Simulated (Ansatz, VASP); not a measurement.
Two plane-wave programs on Al

Contents of INCAR:

```
SYSTEM = Al
  PREC = Accurate
  ENCUT = 520
  EDIFF = 1E-6
  ISMEAR = 0
  SIGMA = 0.15
  LREAL = .False.
  LASPH = .True.
  NELM = 60
  ALGO = Normal
  ISIF = 2
  LWAVE = .False.
  LCHARG = .True.
  GGA = PS
  LELF = .True.
  LVHAR = .True.
  NBANDS = 8
```

The input KPOINTS:

```
Automatic mesh
0
Gamma
  20 20 20
  0 0 0
```

Contents of POSCAR:

```
Al
1.0
   -1.5434821293      1.5434821293      1.6389552507
    1.5434821293     -1.5434821293      1.6389552507
    1.5434821293      1.5434821293     -1.6389552507
Al
1
Direct
    0.0000000000      0.0000000000      0.0000000000
```

Input for Ansatz:

```yaml
crystal:
  lattice:
    - [-1.5434821293, 1.5434821293, 1.6389552507]
    - [1.5434821293, -1.5434821293, 1.6389552507]
    - [1.5434821293, 1.5434821293, -1.6389552507]
  atoms:
    - { symbol: Al, position: [0.0, 0.0, 0.0] }
basis:
  ecutwfc: 420
kpoints:
  mp_grid: { grid: [20, 20, 20] }
hamiltonian:
  xc: pbesol
scf:
  occupations: { method: gaussian, width: 0.15 }
output:
  forces: true
  stress: true
  eigenvalues: true
```

Change from the starting cell: strain -0.030 along x and y, +0.030 along z, atoms carried along.

Alike in both runs: task single point; functional PBEsol; k mesh 20 × 20 × 20; occupations gaussian, width 0.15 eV; no spin polarisation.

|  | VASP | Ansatz |
| --- | --- | --- |
| version | VASP 6.6.1 | Ansatz 0.2.0 |
| potentials or method | VASP PAW PBE potentials, release 64 (Al), cutoff 520 eV | scalar-relativistic, plane waves, PAW |
| valence electrons in the cell | 3 | 3 |

|  | VASP | Ansatz | Ansatz less VASP |
| --- | --- | --- | --- |
| gap on the k mesh at the Fermi level (eV) | none | none | - |
| pressure (GPa) | 5.0 | 4.9 | -0.08 |
| traceless stress, the component that is largest in VASP (GPa) | 2.15 | 2.14 | -0.003 |

VASP's potentials were made for PBE, not for PBEsol. A gap of «none» marks a metal or a gap that the smearing closes.
